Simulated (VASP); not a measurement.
# Be24F in VASP: single point with PBE

Aim: the single point of Be24F with PBE.

All numbers are computed with VASP 6.6.1; they aren't measurements. Logs are shortened: lines on timing, memory, paths and dates and some standing lists are left out, and cuts for length are marked.

### Step 1. The cell of the first run

The cell holds a slab with vacuum, 25 atoms: a = 4.525 Å, b = 7.134 Å, c = 19.869 Å, α = 90.00°, β = 90.00°, γ = 90.00°.

### Step 2. Single point, PBE

Input file INCAR:

```
SYSTEM = Be24F
PREC     = Accurate       ! precision mode
ENCUT    = 520            ! plane-wave cutoff, eV
EDIFF    = 1E-7           ! SCF threshold, eV
ISMEAR   = 0              ! smearing method
SIGMA    = 0.1            ! smearing width, eV
LREAL    = Auto         
LASPH    = .TRUE.         ! aspherical terms in the spheres
NELM     = 100            ! most SCF steps
ALGO     = Normal         ! electronic algorithm
ISIF     = 2              ! what is computed and relaxed
LWAVE    = .FALSE.        ! write WAVECAR
LCHARG   = .FALSE.        ! write CHGCAR
LDIPOL   = .TRUE.       
IDIPOL   = 3            
DIPOL    = 0.5 0.5 0.321
GGA      = PE             ! functional
NBANDS   = 46             ! bands
```

Input file KPOINTS:

```
Automatic mesh
0
G
  6 4 1
  0 0 0
```

Input file POSCAR:

```
Be24F
1.0
    4.5254381414      0.0000000000      0.0000000000
    0.0000000000      7.1336190818      0.0000000000
    0.0000000000      0.0000000000     19.8685529777
Be F
24 1
Direct
    0.0000000000      0.3750000000      0.2013231665
    0.0000000000      0.8750000000      0.2013231665
    0.5000000000      0.3750000000      0.2013231665
    0.5000000000      0.8750000000      0.2013231665
    0.2500000000      0.1250000000      0.2341987732
    0.2500000000      0.6250000000      0.2341987732
    0.7500000000      0.1250000000      0.2341987732
    0.7500000000      0.6250000000      0.2341987732
    0.2500000000      0.3750000000      0.2999499865
    0.2500000000      0.8750000000      0.2999499865
    0.7500000000      0.3750000000      0.2999499865
    0.7500000000      0.8750000000      0.2999499865
    0.0000000000      0.1250000000      0.3268353583
    0.0000000000      0.6250000000      0.3268353583
    0.5000000000      0.1250000000      0.3268353583
    0.5000000000      0.6250000000      0.3268353583
    0.0000000000      0.3750000000      0.3993099146
    0.0000000000      0.8750000000      0.3993099146
    0.5000000000      0.3750000000      0.3993099146
    0.5000000000      0.8750000000      0.3993099146
    0.2500000000      0.1250000000      0.4211958962
    0.2500000000      0.6250000000      0.4211958962
    0.7500000000      0.1250000000      0.4211958962
    0.7500000000      0.6250000000      0.4211958962
    0.5000000000      0.3750000000      0.4817453447
```

Potentials or basis: VASP PAW PBE potentials, release 64 (Be, F).

Command:

```sh
$ cat potpaw_PBE.64/Be/POTCAR potpaw_PBE.64/F/POTCAR > POTCAR
$ mpirun -np 1 vasp_std > vasp.out
```

OUTCAR:

```text
SYSTEM = Be24F
   PREC = Accurate
   ENCUT = 520
   EDIFF = 1E-7
   ISMEAR = 0
   LREAL = Auto
   LASPH = .TRUE.
   NELM = 100
   ISIF = 2
   GGA = PE

 ion  position               nearest neighbor table
   1  0.000  0.375  0.201-   5 2.21   6 2.21   7 2.21   8 2.21   3 2.26   3 2.26  11 2.26   9 2.26

   2  0.000  0.875  0.201-   5 2.21   6 2.21   7 2.21   8 2.21   4 2.26   4 2.26  12 2.26  10 2.26

   3  0.500  0.375  0.201-   5 2.21   6 2.21   7 2.21   8 2.21   1 2.26   1 2.26  11 2.26   9 2.26
[... 39 lines left out ...]
  23  0.750  0.125  0.421-  17 2.16  18 2.16  19 2.16  20 2.16  13 2.19  15 2.19  21 2.26  21 2.26

  24  0.750  0.625  0.421-  17 2.16  18 2.16  19 2.16  20 2.16  14 2.19  16 2.19  22 2.26  22 2.26

  25  0.500  0.375  0.482-  19 1.64

  LATTYP: Found a simple orthorhombic cell.
 ALAT       =     4.5254381414
 B/A-ratio  =     1.5763377730
 C/A-ratio  =     4.3904153271

  Lattice vectors:

 A1 = (   4.5254381414,   0.0000000000,   0.0000000000)
 A2 = (   0.0000000000,   7.1336190818,   0.0000000000)
 A3 = (   0.0000000000,   0.0000000000,  19.8685529777)

Analysis of symmetry for initial positions (statically):
=====================================================================
 Subroutine PRICEL returns:
 Original cell was already a primitive cell.

 Routine SETGRP: Setting up the symmetry group for a
 simple orthorhombic supercell.

 Subroutine GETGRP returns: Found  4 space group operations
 (whereof  2 operations were pure point group operations)
 out of a pool of  8 trial point group operations.

The static configuration has the point symmetry C_1h.
 The point group associated with its full space group is C_2v.

Analysis of symmetry for dynamics (positions and initial velocities):
=====================================================================
 Subroutine PRICEL returns:
 Original cell was already a primitive cell.

 Routine SETGRP: Setting up the symmetry group for a
 simple orthorhombic supercell.

 Subroutine GETGRP returns: Found  4 space group operations
 (whereof  2 operations were pure point group operations)
 out of a pool of  8 trial point group operations.

The dynamic configuration has the point symmetry C_1h.
 The point group associated with its full space group is C_2v.

 Subroutine INISYM returns: Found  4 space group operations
 (whereof  2 operations are pure point group operations),
 and found     1 'primitive' translations

----------------------------------------------------------------------------------------

                                     Primitive cell

  volume of cell :     641.4116

  direct lattice vectors                    reciprocal lattice vectors
     4.525438141  0.000000000  0.000000000     0.220973079  0.000000000  0.000000000
     0.000000000  7.133619082  0.000000000     0.000000000  0.140181300  0.000000000
     0.000000000  0.000000000 19.868552978     0.000000000  0.000000000  0.050330792

  length of vectors
     4.525438141  7.133619082 19.868552978     0.220973079  0.140181300  0.050330792

  position of ions in fractional coordinates (direct lattice)
     0.000000000  0.375000000  0.201323167
     0.000000000  0.875000000  0.201323167
     0.500000000  0.375000000  0.201323167
     0.500000000  0.875000000  0.201323167
     0.250000000  0.125000000  0.234198773
     0.250000000  0.625000000  0.234198773
[... 17 lines left out ...]
     0.750000000  0.625000000  0.421195896
     0.500000000  0.375000000  0.481745345

  ion indices of the primitive-cell ions
   primitive index   ion index
                 1           1
                 2           2
                 3           3
                 4           4
                 5           5
                 6           6
[... 17 lines left out ...]
                24          24
                25          25

----------------------------------------------------------------------------------------

 KPOINTS: Automatic mesh

Automatic generation of k-mesh.
 Grid dimensions read from file:
 generate k-points for:    6    4    1

 Generating k-lattice:

  Cartesian coordinates                     Fractional coordinates (reciprocal lattice)
     0.036828847  0.000000000  0.000000000     0.166666667  0.000000000  0.000000000
     0.000000000  0.035045325  0.000000000     0.000000000  0.250000000  0.000000000
     0.000000000  0.000000000  0.050330792     0.000000000  0.000000000  1.000000000

  Length of vectors
     0.036828847  0.035045325  0.050330792

  Shift w.r.t. Gamma in fractional coordinates (k-lattice)
     0.000000000  0.000000000  0.000000000

 Subroutine IBZKPT returns following result:
 ===========================================

 Found     12 irreducible k-points:

 Following reciprocal coordinates:
            Coordinates               Weight
  0.000000  0.000000  0.000000      1.000000
  0.166667  0.000000  0.000000      2.000000
  0.333333  0.000000  0.000000      2.000000
  0.500000  0.000000  0.000000      1.000000
  0.000000  0.250000  0.000000      2.000000
  0.166667  0.250000  0.000000      4.000000
  0.333333  0.250000  0.000000      4.000000
  0.500000  0.250000  0.000000      2.000000
  0.000000  0.500000  0.000000      1.000000
  0.166667  0.500000  0.000000      2.000000
  0.333333  0.500000  0.000000      2.000000
  0.500000  0.500000  0.000000      1.000000
   k-points           NKPTS =     12   k-points in BZ     NKDIM =     12   number of bands    NBANDS=     46
   number of dos      NEDOS =    301   number of ions     NIONS =     25
   total plane-waves  NPLWV = 291600
   dimension x,y,z NGX =    36 NGY =   54 NGZ =  150
   dimension x,y,z NGXF=    72 NGYF=  108 NGZF=  300
   ions per type =              24   1
   NGX,Y,Z   is equivalent  to a cutoff of  13.22, 12.58, 12.55 a.u.
   NGXF,Y,Z  is equivalent  to a cutoff of  26.45, 25.17, 25.10 a.u.
 SYSTEM =  Be24F
   PREC   = accura    normal or accurate (medium, high low for compatibility)
   ISTART =      0    job   : 0-new  1-cont  2-samecut
   ICHARG =      2    charge: 1-file 2-atom 10-const
   ISPIN  =      1    spin polarized calculation?
   LNONCOLLINEAR =      F non collinear calculations
   LSORBIT =      F    spin-orbit coupling
   LASPH  =      T    aspherical Exc in radial PAW
   ENCUT  =  520.0 eV  38.22 Ry    6.18 a.u.   8.41 13.26 36.94*2*pi/ulx,y,z
   NELM   =    100;   NELMIN=  2; NELMDL= -5     # of ELM steps
   EDIFF  = 0.1E-06   stopping-criterion for ELM
   LREAL  =      T    real-space projection
   EDIFFG = 0.1E-05   stopping-criterion for IOM
   NSW    =      0    number of steps for IOM
   IBRION =     -1    ionic relax: 0-MD 1-quasi-New 2-CG
   NFREE  =      0    steps in history (QN), initial steepest desc. (CG)
   ISIF   =      2    stress and relaxation
   ISYM   =      2    0-nonsym 1-usesym 2-fastsym
   POTIM  = 0.5000    time-step for ionic-motion
   TEBEG  =    0.0;   TEEND  =   0.0 temperature during run
   PSTRESS=    0.0 pullay stress
   NELECT =      55.0000    total number of electrons
   NUPDOWN=      -1.0000    fix difference up-down
   EMIN   =  10.00;   EMAX   =-10.00  energy-range for DOS
   EFERMI =   0.00;   METHOD = LEGACY
   ISMEAR =     0;   SIGMA  =   0.10  broadening in eV -4-tet -1-fermi 0-gaus
   EFERMI_NEDOS =   21; number of points for ismear=-14 and -15
   IALGO  =     38    algorithm
   IMIX   =      4    mixing-type and parameters
     AMIX     =   0.40;   BMIX     =  1.00
     AMIX_MAG =   1.60;   BMIX_MAG =  1.00
  volume/ion in A,a.u.               =      25.66       173.14
  Fermi-wavevector in a.u.,A,eV,Ry     =   0.721911  1.364213  7.090745  0.521155
  Thomas-Fermi vector in A             =   1.811739
   LORBIT       =      0    0 simple, 1 ext, 2 COOP (PROOUT), +10 PAW based schemes
   GGA     = PE    functional components
   LHFCALC =     F    Hartree Fock is set to
   AEXX    =    0.0000 exact exchange contribution
   IVDW    =     0    specifies the selected vdW correction
   LEPSILON=     F    determine dielectric tensor
   LRPA    =     F    only Hartree local field effects (RPA)
 non-spin polarized calculation
 Gauss-broadening in eV      SIGMA  =   0.10
  energy-cutoff  :      520.00
  volume of cell :      641.41
 maximum number of plane-waves:     17327
 NGX is ok and might be reduce to    36
   NGX = 17   NGY = 27   NGZ = 73

 dipolmoment           0.000000      0.000000     -0.093050 electrons x Angstroem

 number of electron      55.0000021 magnetization

 dipolmoment           0.000000      0.000000      0.146983 electrons x Angstroem

 Free energy of the ion-electron system (eV)
  ---------------------------------------------------
  ext. energy  EPLUGINS =         0.00000000
  ---------------------------------------------------
  free energy    TOTEN  =       -87.25605491 eV

  energy without entropy =      -87.23896202  energy(sigma->0) =      -87.24750847

 E-fermi :  -1.3634     XC(G=0):  -4.2072

 val. band max:       -1.3888629237   @ k =   0.5000   0.0000   0.0000
 cond. band min:      -1.3579544788   @ k =   0.5000   0.5000   0.0000
 fundamental gap:      0.0309084449
 Fermi energy:        -1.3634046340

 k-point     1 :       0.0000    0.0000    0.0000
  band No.  band energies     occupation
      1     -24.8938      2.00000
      2     -11.5996      2.00000
      3      -9.5514      2.00000
      4      -9.5266      2.00000
      5      -9.4293      2.00000
      6      -7.7228      2.00000
[... 493 lines left out ...]
     38       3.1592      0.00000
     39       3.2355      0.00000
 [bands above 39 left out]

------------------------ aborting loop because EDIFF is reached ----------------------------------------

 vacuum level on the upper side and lower side of the slab       (xc-potential included)         0.393        -0.411

  FORCE on cell =-STRESS in cart. coord.  units (eV):
  Direction    XX          YY          ZZ          XY          YZ          ZX
  --------------------------------------------------------------------------------------
  -------------------------------------------------------------------------------------
  Total        3.2277002     -3.8587118     -1.8293631      0.0000000      0.0000000      0.0000000
  in kB        8.0624491     -9.6386484     -4.5695529      0.0000000      0.0000000      0.0000000
  external PRESSURE =      -2.0485841 kB  Pullay stress =       0.0000000 kB

 VOLUME and BASIS-vectors are now :
 -----------------------------------------------------------------------------
  energy-cutoff  :      520.00
  volume of cell :      641.41
      direct lattice vectors                 reciprocal lattice vectors
     4.525438141  0.000000000  0.000000000     0.220973079  0.000000000  0.000000000
     0.000000000  7.133619082  0.000000000     0.000000000  0.140181300  0.000000000
     0.000000000  0.000000000 19.868552978     0.000000000  0.000000000  0.050330792

 POSITION                                       TOTAL-FORCE (eV/Angst)
 -----------------------------------------------------------------------------------
      0.00000      2.67511      4.00000         0.000000      0.000000      0.555389
      0.00000      6.24192      4.00000         0.000000      0.000000      0.581550
      2.26272      2.67511      4.00000         0.000000      0.000000      0.572536
      2.26272      6.24192      4.00000         0.000000      0.000000      0.505329
      1.13136      0.89170      4.65319        -0.001242     -0.009158     -0.694872
      1.13136      4.45851      4.65319        -0.001242      0.009158     -0.694872
[... 17 lines left out ...]
      3.39408      4.45851      8.36855         0.303527      0.229976     -0.083272
      2.26272      2.67511      9.57158         0.000000      0.000000      0.048372
 -----------------------------------------------------------------------------------
    total drift:                                0.000000      0.000000     -0.000909

  FREE ENERGIE OF THE ION-ELECTRON SYSTEM (eV)
  ---------------------------------------------------
  free  energy   TOTEN  =       -87.2560549149 eV

  energy  without entropy=      -87.2389620236  energy(sigma->0) =      -87.24750847

 vacuum level on the upper side and lower side of the slab         3.912         3.082
```

Run time: 18 min. Hardware: 1 thread of AMD EPYC 7R13, shared host; peak memory 0.68 GiB.

Results:

| Item | Value |
| --- | --- |
| Free energy | -87.2561 eV |
| Largest force | 0.925 eV/Å |
| Band gap on the k mesh | zero (an odd number of electrons rules out a gap without spin polarisation) |

Forces on the atoms (eV/Å):
```
Be   0.000  0.000  0.555
Be   0.000  0.000  0.582
Be   0.000  0.000  0.573
Be   0.000  0.000  0.505
Be  -0.001 -0.009 -0.695
Be  -0.001  0.009 -0.695
Be   0.001 -0.009 -0.695
Be   0.001  0.009 -0.695
Be  -0.139  0.000  0.141
Be  -0.039  0.000  0.156
Be   0.139  0.000  0.141
Be   0.039  0.000  0.156
Be   0.000  0.052  0.013
Be   0.000 -0.052  0.013
Be   0.000  0.017  0.319
Be   0.000 -0.017  0.319
Be   0.000  0.000 -0.925
Be   0.000  0.000 -0.051
Be   0.000  0.000  0.571
Be   0.000  0.000 -0.002
Be  -0.304 -0.230 -0.083
Be  -0.304  0.230 -0.083
Be   0.304 -0.230 -0.083
Be   0.304  0.230 -0.083
F    0.000  0.000  0.048
```

Caveat: an odd number of electrons without spin polarisation forces a metal; a magnetic or distorted state may lie lower.
